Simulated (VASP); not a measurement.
# CaF2 (Fluorite) (Fm-3m) in VASP: a series of runs

CaF2 (Fluorite) is run at these levels: LDA, PBE, r2SCAN; tasks: single point.

Everything below comes from runs of VASP 6.6.1. Logs are shortened: lines on timing, memory, paths and dates and some standing lists are left out, and cuts for length are marked.

**1. The cell of the first run**

Symmetry: Fm-3m, No. 225, cubic system. The conventional cell has a = 5.439 Å, b = 5.439 Å, c = 5.439 Å, α = 90.00°, β = 90.00°, γ = 90.00°. Ca (site symmetry m-3m) has 8 F at 2.36 Å within 3.1 Å. F (site symmetry -43m) has 4 Ca at 2.36 Å and 6 F at 2.72 Å within 3.1 Å.

**2. Single point, LDA**

INCAR reads:

```
PREC = Accurate
ENCUT = 600
EDIFF = 1E-6
ISMEAR = 0
SIGMA = 0.01
LREAL = False
LASPH = True
NELM = 120
ALGO = Normal
ISIF = 2
LWAVE = False
LCHARG = False
NBANDS = 19
GGA_COMPAT = False
```

KPOINTS reads:

```
Automatic mesh
0
Gamma
  4 4 4
```

POSCAR reads:

```
CaF2
1.0
    0.0000000000      2.7195928860      2.7195928860
    2.7195928860      0.0000000000      2.7195928860
    2.7195928860      2.7195928860      0.0000000000
Ca F
1 2
Direct
    0.0000000000      0.0000000000      0.0000000000
    0.2500000000      0.2500000000      0.2500000000
    0.7500000000      0.7500000000      0.7500000000
```

Potentials or basis: VASP PAW LDA potentials, release 64 (Ca_sv, F).

Launch:

```sh
$ cat potpaw_LDA.64/Ca_sv/POTCAR potpaw_LDA.64/F/POTCAR > POTCAR
$ mpirun -np 1 vasp_std > vasp.out
```

OUTCAR:

```text
PREC = Accurate
   ENCUT = 600
   EDIFF = 1E-6
   ISMEAR = 0
   LREAL = False
   LASPH = True
   NELM = 120
   ISIF = 2

 ion  position               nearest neighbor table
   1  0.000  0.000  0.000-   3 2.36   2 2.36   3 2.36   2 2.36   3 2.36   3 2.36   2 2.36   2 2.36

   2  0.250  0.250  0.250-   1 2.36   1 2.36   1 2.36   1 2.36
   3  0.750  0.750  0.750-   1 2.36   1 2.36   1 2.36   1 2.36

  LATTYP: Found a face centered cubic cell.
 ALAT       =     5.4391857720

  Lattice vectors:

 A1 = (   0.0000000000,   2.7195928860,   2.7195928860)
 A2 = (   2.7195928860,   0.0000000000,   2.7195928860)
 A3 = (   2.7195928860,   2.7195928860,   0.0000000000)

Analysis of symmetry for initial positions (statically):
=====================================================================
 Subroutine PRICEL returns:
 Original cell was already a primitive cell.

 Routine SETGRP: Setting up the symmetry group for a
 face centered cubic supercell.

 Subroutine GETGRP returns: Found 48 space group operations
 (whereof 48 operations were pure point group operations)
 out of a pool of 48 trial point group operations.

The static configuration has the point symmetry O_h .

Analysis of symmetry for dynamics (positions and initial velocities):
=====================================================================
 Subroutine PRICEL returns:
 Original cell was already a primitive cell.

 Routine SETGRP: Setting up the symmetry group for a
 face centered cubic supercell.

 Subroutine GETGRP returns: Found 48 space group operations
 (whereof 48 operations were pure point group operations)
 out of a pool of 48 trial point group operations.

The dynamic configuration has the point symmetry O_h .

 Subroutine INISYM returns: Found 48 space group operations
 (whereof 48 operations are pure point group operations),
 and found     1 'primitive' translations

----------------------------------------------------------------------------------------

                                     Primitive cell

  volume of cell :      40.2292

  direct lattice vectors                    reciprocal lattice vectors
     0.000000000  2.719592886  2.719592886    -0.183851047  0.183851047  0.183851047
     2.719592886  0.000000000  2.719592886     0.183851047 -0.183851047  0.183851047
     2.719592886  2.719592886  0.000000000     0.183851047  0.183851047 -0.183851047

  length of vectors
     3.846085144  3.846085144  3.846085144     0.318439355  0.318439355  0.318439355

  position of ions in fractional coordinates (direct lattice)
     0.000000000  0.000000000  0.000000000
     0.250000000  0.250000000  0.250000000
     0.750000000  0.750000000  0.750000000

  ion indices of the primitive-cell ions
   primitive index   ion index
                 1           1
                 2           2
                 3           3

----------------------------------------------------------------------------------------

 KPOINTS: Automatic mesh

Automatic generation of k-mesh.
 Grid dimensions read from file:
 generate k-points for:    4    4    4

 Generating k-lattice:

  Cartesian coordinates                     Fractional coordinates (reciprocal lattice)
    -0.045962762  0.045962762  0.045962762     0.250000000  0.000000000  0.000000000
     0.045962762 -0.045962762  0.045962762     0.000000000  0.250000000  0.000000000
     0.045962762  0.045962762 -0.045962762     0.000000000  0.000000000  0.250000000

  Length of vectors
     0.079609839  0.079609839  0.079609839

  Shift w.r.t. Gamma in fractional coordinates (k-lattice)
     0.000000000  0.000000000  0.000000000

 Subroutine IBZKPT returns following result:
 ===========================================

 Found      8 irreducible k-points:

 Following reciprocal coordinates:
            Coordinates               Weight
  0.000000  0.000000  0.000000      1.000000
  0.250000  0.000000  0.000000      8.000000
  0.500000  0.000000  0.000000      4.000000
  0.250000  0.250000  0.000000      6.000000
  0.500000  0.250000  0.000000     24.000000
 -0.250000  0.250000  0.000000     12.000000
  0.500000  0.500000  0.000000      3.000000
 -0.250000  0.500000  0.250000      6.000000
   k-points           NKPTS =      8   k-points in BZ     NKDIM =      8   number of bands    NBANDS=     19
   number of dos      NEDOS =    301   number of ions     NIONS =      3
   total plane-waves  NPLWV =  32768
   dimension x,y,z NGX =    32 NGY =   32 NGZ =   32
   dimension x,y,z NGXF=    64 NGYF=   64 NGZF=   64
   ions per type =               1   2
   NGX,Y,Z   is equivalent  to a cutoff of  13.83, 13.83, 13.83 a.u.
   NGXF,Y,Z  is equivalent  to a cutoff of  27.66, 27.66, 27.66 a.u.
 SYSTEM =  unknown system
   PREC   = accura    normal or accurate (medium, high low for compatibility)
   ISTART =      0    job   : 0-new  1-cont  2-samecut
   ICHARG =      2    charge: 1-file 2-atom 10-const
   ISPIN  =      1    spin polarized calculation?
   LNONCOLLINEAR =      F non collinear calculations
   LSORBIT =      F    spin-orbit coupling
   LASPH  =      T    aspherical Exc in radial PAW
   ENCUT  =  600.0 eV  44.10 Ry    6.64 a.u.   7.68  7.68  7.68*2*pi/ulx,y,z
   NELM   =    120;   NELMIN=  2; NELMDL= -5     # of ELM steps
   EDIFF  = 0.1E-05   stopping-criterion for ELM
   LREAL  =      F    real-space projection
   EDIFFG = 0.1E-04   stopping-criterion for IOM
   NSW    =      0    number of steps for IOM
   IBRION =     -1    ionic relax: 0-MD 1-quasi-New 2-CG
   NFREE  =      0    steps in history (QN), initial steepest desc. (CG)
   ISIF   =      2    stress and relaxation
   ISYM   =      2    0-nonsym 1-usesym 2-fastsym
   POTIM  = 0.5000    time-step for ionic-motion
   TEBEG  =    0.0;   TEEND  =   0.0 temperature during run
   PSTRESS=    0.0 pullay stress
   NELECT =      24.0000    total number of electrons
   NUPDOWN=      -1.0000    fix difference up-down
   EMIN   =  10.00;   EMAX   =-10.00  energy-range for DOS
   EFERMI =   0.00;   METHOD = LEGACY
   ISMEAR =     0;   SIGMA  =   0.01  broadening in eV -4-tet -1-fermi 0-gaus
   EFERMI_NEDOS =   21; number of points for ismear=-14 and -15
   IALGO  =     38    algorithm
   IMIX   =      4    mixing-type and parameters
     AMIX     =   0.40;   BMIX     =  1.00
     AMIX_MAG =   1.60;   BMIX_MAG =  1.00
  volume/ion in A,a.u.               =      13.41        90.49
  Fermi-wavevector in a.u.,A,eV,Ry     =   1.378155  2.604335 25.841692  1.899311
  Thomas-Fermi vector in A             =   2.503242
   LORBIT       =      0    0 simple, 1 ext, 2 COOP (PROOUT), +10 PAW based schemes
   GGA     = CA    functional components
   LHFCALC =     F    Hartree Fock is set to
   AEXX    =    0.0000 exact exchange contribution
   IVDW    =     0    specifies the selected vdW correction
   LEPSILON=     F    determine dielectric tensor
   LRPA    =     F    only Hartree local field effects (RPA)
 non-spin polarized calculation
 Gauss-broadening in eV      SIGMA  =   0.01
  energy-cutoff  :      600.00
  volume of cell :       40.23
 maximum number of plane-waves:      1363
 NGX is ok and might be reduce to    32
   NGX = 15   NGY = 15   NGZ = 15

 number of electron      23.9999986 magnetization

 Free energy of the ion-electron system (eV)
  ---------------------------------------------------
  ext. energy  EPLUGINS =         0.00000000
  ---------------------------------------------------
  free energy    TOTEN  =       -18.97877020 eV

  energy without entropy =      -18.97877020  energy(sigma->0) =      -18.97877020

 E-fermi :  -1.1098     XC(G=0): -10.4347

 val. band max:       -1.2932267899   @ k =   0.5000   0.5000   0.0000
 cond. band min:       5.6855838649   @ k =   0.0000   0.0000   0.0000
 fundamental gap:      6.9788106548
 Fermi energy:        -1.1098187506

 k-point     1 :       0.0000    0.0000    0.0000
  band No.  band energies     occupation
      1     -36.6660      2.00000
      2     -20.8546      2.00000
      3     -20.0153      2.00000
      4     -17.9076      2.00000
      5     -17.9076      2.00000
      6     -17.9076      2.00000
[... 11 lines left out ...]
     18      10.0009      0.00000
     19      15.2977      0.00000

 k-point     2 :       0.2500    0.0000    0.0000
  band No.  band energies     occupation
      1     -36.6461      2.00000
      2     -20.9838      2.00000
      3     -20.2010      2.00000
      4     -17.9318      2.00000
      5     -17.9318      2.00000
      6     -17.6318      2.00000
[... 11 lines left out ...]
     18       9.8560      0.00000
     19      13.3333      0.00000

 k-point     3 :       0.5000    0.0000    0.0000
  band No.  band energies     occupation
      1     -36.6261      2.00000
      2     -21.0183      2.00000
      3     -20.4810      2.00000
      4     -17.9557      2.00000
      5     -17.9557      2.00000
      6     -17.3439      2.00000
[... 11 lines left out ...]
     18       9.7117      0.00000
     19      12.2592      0.00000

 k-point     4 :       0.2500    0.2500    0.0000
  band No.  band energies     occupation
      1     -36.6395      2.00000
      2     -21.0660      2.00000
      3     -20.1859      2.00000
      4     -17.9682      2.00000
      5     -17.9682      2.00000
      6     -17.5187      2.00000
[... 11 lines left out ...]
     18       9.7844      0.00000
     19      14.8182      0.00000

 k-point     5 :       0.5000    0.2500    0.0000
  band No.  band energies     occupation
      1     -36.6195      2.00000
      2     -21.0450      2.00000
      3     -20.5525      2.00000
      4     -17.9921      2.00000
      5     -17.8078      2.00000
      6     -17.3788      2.00000
[... 11 lines left out ...]
     18      10.9120      0.00000
     19      13.1554      0.00000

 k-point     6 :      -0.2500    0.2500    0.0000
  band No.  band energies     occupation
      1     -36.6261      2.00000
      2     -20.9697      2.00000
      3     -20.5571      2.00000
      4     -17.9561      2.00000
      5     -17.7105      2.00000
      6     -17.5609      2.00000
[... 11 lines left out ...]
     18      10.4760      0.00000
     19      13.4803      0.00000

 k-point     7 :       0.5000    0.5000    0.0000
  band No.  band energies     occupation
      1     -36.6129      2.00000
      2     -21.2407      2.00000
      3     -20.3484      2.00000
      4     -18.0282      2.00000
      5     -18.0282      2.00000
      6     -17.1517      2.00000
[... 11 lines left out ...]
     18      11.7781      0.00000
     19      13.3568      0.00000

 k-point     8 :      -0.2500    0.5000    0.2500
  band No.  band energies     occupation
      1     -36.6129      2.00000
      2     -20.8591      2.00000
      3     -20.8591      2.00000
      4     -18.0313      2.00000
      5     -17.5233      2.00000
      6     -17.5233      2.00000
[... 11 lines left out ...]
     18      12.9810      0.00000
     19      14.1618      0.00000

------------------------ aborting loop because EDIFF is reached ----------------------------------------

  FORCE on cell =-STRESS in cart. coord.  units (eV):
  Direction    XX          YY          ZZ          XY          YZ          ZX
  --------------------------------------------------------------------------------------
  -------------------------------------------------------------------------------------
  Total       -1.3100297     -1.3100297     -1.3100297     -0.0000000     -0.0000000      0.0000000
  in kB      -52.1735098    -52.1735098    -52.1735098     -0.0000000     -0.0000000      0.0000000
  external PRESSURE =     -52.1735098 kB  Pullay stress =       0.0000000 kB

 VOLUME and BASIS-vectors are now :
 -----------------------------------------------------------------------------
  energy-cutoff  :      600.00
  volume of cell :       40.23
      direct lattice vectors                 reciprocal lattice vectors
     0.000000000  2.719592886  2.719592886    -0.183851047  0.183851047  0.183851047
     2.719592886  0.000000000  2.719592886     0.183851047 -0.183851047  0.183851047
     2.719592886  2.719592886  0.000000000     0.183851047  0.183851047 -0.183851047

 POSITION                                       TOTAL-FORCE (eV/Angst)
 -----------------------------------------------------------------------------------
      0.00000      0.00000      0.00000         0.000000     -0.000000      0.000000
      1.35980      1.35980      1.35980        -0.000000     -0.000000     -0.000000
      4.07939      4.07939      4.07939         0.000000      0.000000      0.000000
 -----------------------------------------------------------------------------------
    total drift:                                0.000000     -0.000000      0.000000

  FREE ENERGIE OF THE ION-ELECTRON SYSTEM (eV)
  ---------------------------------------------------
  free  energy   TOTEN  =       -18.9787701951 eV

  energy  without entropy=      -18.9787701951  energy(sigma->0) =      -18.97877020
```

Run time: 10 s. Hardware: 1 thread of Intel Xeon 8259CL, shared host; peak memory 0.15 GiB.

What came out:

* Free energy: -18.9788 eV
* Pressure: -5.2 GPa
* Band gap on the k mesh: 6.98 eV, indirect (least direct gap 7.24 eV)

Caveat: the k points lie up to 0.50 Å⁻¹ apart.

**3. Single point, PBE**

INCAR reads:

```
SYSTEM = CaF2
ALGO     = Normal         ! electronic algorithm
EDIFF    = 1E-6           ! SCF threshold, eV
ENCUT    = 600            ! plane-wave cutoff, eV
GGA      = PE             ! functional
GGA_COMPAT= .FALSE.      
ISIF     = 2              ! what is computed and relaxed
ISMEAR   = 0              ! smearing method
LASPH    = .TRUE.         ! aspherical terms in the spheres
LCHARG   = .TRUE.         ! write CHGCAR
LELF     = .TRUE.         ! ELF
LREAL    = .FALSE.        ! projectors in reciprocal space
LVHAR    = .TRUE.       
LWAVE    = .FALSE.        ! write WAVECAR
NBANDS   = 19             ! bands
NELM     = 120            ! most SCF steps
PREC     = Accurate       ! precision mode
SIGMA    = 0.01           ! smearing width, eV
```

KPOINTS reads:

```
k-points
0
G
  6 6 6
  0 0 0
```

POSCAR is that of step 2.

Potentials or basis: VASP PAW PBE potentials, release 64 (Ca_sv, F).

Launch:

```sh
$ cat potpaw_PBE.64/Ca_sv/POTCAR potpaw_PBE.64/F/POTCAR > POTCAR
$ mpirun -np 1 vasp_std > vasp.out
```

It took 26 s on 1 thread of Intel Xeon 8259CL, shared host; peak memory 0.18 GiB.

The run converged. Its results:

```yaml
Free_energy: -17.3227 eV
Pressure: 3.6 GPa
Band_gap_on_the_k_mesh: 7.36 eV, indirect (least direct gap 7.61 eV)
```

Levels at points of the mesh, in eV from the valence-band top:
```tsv
k point	band 8	band 9	band 10	band 11	band 12	band 13	band 14	band 15	band 16	band 17
(0.00, 0.00, 0.00)	-2.15	-2.15	-0.26	-0.26	-0.26	7.36	9.22	9.22	11.33	11.33
(0.50, 0.00, 0.00)	-1.54	-1.30	-1.25	-0.84	-0.84	9.44	9.44	9.83	10.80	11.05
(0.50, 0.50, 0.00)	-1.66	-1.66	-0.37	-0.37	0.00	8.15	9.59	10.15	10.95	10.95
```

**4. Single point, PBE**

INCAR reads:

```
PREC     = Accurate       # precision mode
ENCUT    = 600            # plane-wave cutoff, eV
EDIFF    = 1E-6           # SCF threshold, eV
ISMEAR   = 0              # smearing method
SIGMA    = 0.01           # smearing width, eV
LREAL    = False          # projectors in reciprocal space
LASPH    = True           # aspherical terms in the spheres
NELM     = 120            # most SCF steps
ALGO     = Normal         # electronic algorithm
ISIF     = 2              # what is computed and relaxed
LWAVE    = False          # write WAVECAR
LCHARG   = False          # write CHGCAR
GGA      = PE             # functional
NBANDS   = 19             # bands
GGA_COMPAT= False
```

KPOINTS reads:

```
Automatic mesh
0
Gamma
  6 6 6
```

POSCAR is that of step 3.

Launch:

```sh
$ cat potpaw_PBE.64/Ca_sv/POTCAR potpaw_PBE.64/F/POTCAR > POTCAR
$ mpirun -np 1 vasp_std > vasp.out
```

It took 25 s on 1 thread of Intel Xeon 8259CL, shared host; peak memory 0.18 GiB.

It converged, with:

```
Free energy            : -17.3227 eV
Pressure               : 3.6 GPa
Band gap on the k mesh : 7.36 eV, indirect (least direct gap 7.61 eV)
```

Levels at points of the mesh, in eV from the valence-band top:
```
           k point  band 8  band 9  band 10  band 11  band 12  band 13  band 14  band 15  band 16  band 17
(0.00, 0.00, 0.00)   -2.15   -2.15    -0.26    -0.26    -0.26     7.36     9.22     9.22    11.33    11.33
(0.50, 0.00, 0.00)   -1.54   -1.30    -1.25    -0.84    -0.84     9.44     9.44     9.83    10.80    11.05
(0.50, 0.50, 0.00)   -1.66   -1.66    -0.37    -0.37     0.00     8.15     9.59    10.15    10.95    10.95
```

A k mesh can miss the band edges. As with any semilocal functional, this PBE gap is likely too small.

**5. Single point, LDA**

INCAR reads:

```
PREC = Accurate
ENCUT = 600
EDIFF = 1E-6
ISMEAR = 0
SIGMA = 0.01
LREAL = False
LASPH = True
NELM = 120
ALGO = Normal
ISIF = 2
LWAVE = False
LCHARG = False
NBANDS = 19
GGA_COMPAT = False
```

KPOINTS reads:

```
regular mesh
0
Gamma
  6 6 6
```

POSCAR is that of step 4.

Potentials or basis: VASP PAW LDA potentials, release 64 (Ca_sv, F).

Launch:

```sh
$ cat potpaw_LDA.64/Ca_sv/POTCAR potpaw_LDA.64/F/POTCAR > POTCAR
$ mpirun -np 1 vasp_std > vasp.out
```

Run time: 22 s. Hardware: 1 thread of Intel Xeon 8259CL, shared host; peak memory 0.16 GiB.

Results (log left out):

```yaml
Free_energy: -18.9788 eV
Pressure: -5.2 GPa
Band_gap_on_the_k_mesh: 6.98 eV, indirect (least direct gap 7.24 eV)
```

Levels at points of the mesh, in eV from the valence-band top:
```tsv
k point	band 8	band 9	band 10	band 11	band 12	band 13	band 14	band 15	band 16	band 17
(0.00, 0.00, 0.00)	-2.21	-2.21	-0.26	-0.26	-0.26	6.98	9.08	9.08	11.29	11.29
(0.50, 0.00, 0.00)	-1.59	-1.35	-1.29	-0.86	-0.86	9.31	9.31	9.73	10.36	11.01
(0.50, 0.50, 0.00)	-1.70	-1.70	-0.38	-0.38	0.00	7.90	9.50	10.08	10.92	10.92
```

(Continued in part 2 of 2.)
